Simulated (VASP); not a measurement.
Set up this calculation in VASP 6.6.1, as the native input.

```yaml
Task: relaxation of shape and atoms at fixed volume
Functional: PBEsol
Potentials_or_basis: VASP PAW PBE potentials, release 64 (Ba_sv, H)
Cutoff: 600 eV
k_mesh: 6 × 6 × 6
Occupations: gaussian, width 0.02 eV
Spin: no spin polarisation
Dipole_correction: no
Further_INCAR_settings: ALGO = Normal; EDIFF = 1e-06; IBRION = 2; EDIFFG = -0.01; NSW = 50; ISIF = 4
```

The structure of BaH2 lies in POSCAR:

```
BaH2
1.0
    4.3082847628      0.0000000000      0.0000000000
   -2.1541423814      3.7310840513      0.0000000000
    0.0000000000      0.0000000000      5.6431665982
Ba H
2 4
Direct
    0.6666666667      0.3333333333      0.7500000000
    0.3333333333      0.6666666667      0.2500000000
    0.3333333333      0.6666666667      0.7500000000
    0.6666666667      0.3333333333      0.2500000000
    0.0000000000      0.0000000000      0.5000000000
    0.0000000000      0.0000000000      0.0000000000
```

The input as run:

INCAR

```
  ALGO = Normal
  EDIFF = 1E-6
  EDIFFG = -0.01
  ENCUT = 600
  GGA = PS
  IBRION = 2
  ISIF = 4
  ISMEAR = 0
  LASPH = True
  LCHARG = False
  LREAL = False
  LWAVE = False
  NELM = 100
  NSW = 50
  PREC = Accurate
  SIGMA = 0.02
```

KPOINTS

```
k-points
0
Gamma
  6 6 6
```

Potentials or basis: VASP PAW PBE potentials, release 64 (Ba_sv, H).

Command:

```sh
$ cat potpaw_PBE.64/Ba_sv/POTCAR potpaw_PBE.64/H/POTCAR > POTCAR
$ mpirun -np 1 vasp_std > vasp.out
```

Results of the run:

```yaml
Energy_gained_by_relaxing: 0.1 meV/atom
Ionic_steps: 3
Pressure_after_relaxing: 3.5 GPa
Band_gap_on_the_k_mesh: 1.62 eV (least direct gap 2.36 eV)
```

Caveat: the PAW data sets were made with another functional, which shifts forces and pressure a little; spin-orbit coupling is left out, which moves the levels of the heavy elements.

Run time: 60 s on 1 thread of Intel(R) Xeon(R) Platinum 8375C CPU @ 2.90GHz (Ice Lake), on a shared host, peak memory 0.25 GiB.
